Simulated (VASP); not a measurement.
ZrN:

```
Zr N
1.0
     3.25269    0.00000    0.00000
     1.62635    2.81691    0.00000
     1.62635    0.93897    2.65581
Zr N
1 1
Direct
  0.50000 0.50000 0.50000
  0.00000 0.00000 0.00000
```

Base run:

| Quantity | Value |
| --- | --- |
| Program | VASP 6.6.1 |
| Functional | RPBE |
| Potentials or basis | VASP PAW PBE potentials, release 64 (Zr_sv, N) |
| Cutoff | 600 eV |
| k mesh | 8 × 8 × 8 |
| Occupations | fermi-dirac, width 0.15 eV |
| Spin | no spin polarisation |

Its results: pressure 3.4 GPa.

**Question.** After a change of settings the same cell gave: pressure -7.3 GPa. Which change was it?
A. functional from RPBE to PBEsol
B. functional from RPBE to PBE
C. functional from RPBE to LDA; potentials or basis from VASP PAW PBE potentials, release 64 (Zr_sv, N) to VASP PAW LDA potentials, release 64 (Zr_sv, N)
D. functional from RPBE to revPBE

**Answer.** A.

PBEsol binds more tightly than RPBE, so the same cell stands under less pressure.

Caveats: the PAW data sets were made with another functional, which shifts forces and pressure a little.
